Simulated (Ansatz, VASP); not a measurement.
**Two plane-wave programs on HfO2**

```
Hf O
1.0
     5.21946    0.00000    0.00000
     0.00000    5.00476    0.00000
     0.00000    0.00000    5.03269
Hf O
4 8
Direct
  0.00000 0.25000 0.20433
  0.50000 0.25000 0.70433
  0.50000 0.75000 0.20433
  0.00000 0.75000 0.70433
  0.30091 0.05562 0.39782
  0.19909 0.05562 0.89782
  0.80091 0.44438 0.51085
  0.69909 0.44438 0.01085
  0.19909 0.55562 0.01085
  0.30091 0.55562 0.51085
  0.80091 0.94438 0.39782
  0.69909 0.94438 0.89782
```

Change from the starting cell: polar distortion scaled by 0.00.

Alike in both runs: task single point; functional PBEsol; k mesh 6 × 6 × 6; no spin polarisation.

```csv
,VASP,Ansatz
version,VASP 6.6.1,Ansatz 0.2.0
potentials or method,"VASP PAW PBE potentials, release 64 (Hf_pv, O), cutoff 520 eV","scalar-relativistic, plane waves, PAW"
occupations,"gaussian, width 0.01 eV",fixed
valence electrons in the cell,88,152
```

|  | VASP | Ansatz | Ansatz less VASP |
| --- | --- | --- | --- |
| gap on the k mesh at the Fermi level (eV) | 3.89 | 3.92 | +0.033 |
| least direct gap on the mesh (eV) | 4.04 | 4.10 | +0.054 |
| pressure (GPa) | 3.6 | 7.1 | +3.50 |
| traceless stress, the component that is largest in VASP (GPa) | -8.42 | -8.20 | +0.221 |
| rms of the force components (eV/Å) | 0.075 | 0.078 | +0.0035 |

VASP's potentials were made for PBE, not for PBEsol, and Ansatz warns of the same on its side. Atom by atom the forces differ by 0.011 eV/Å (rms over components). VASP's potentials hold 88 valence electrons a cell and Ansatz's 152, so a difference there can come from the potentials and not from the codes.

Spin-orbit coupling is off throughout.
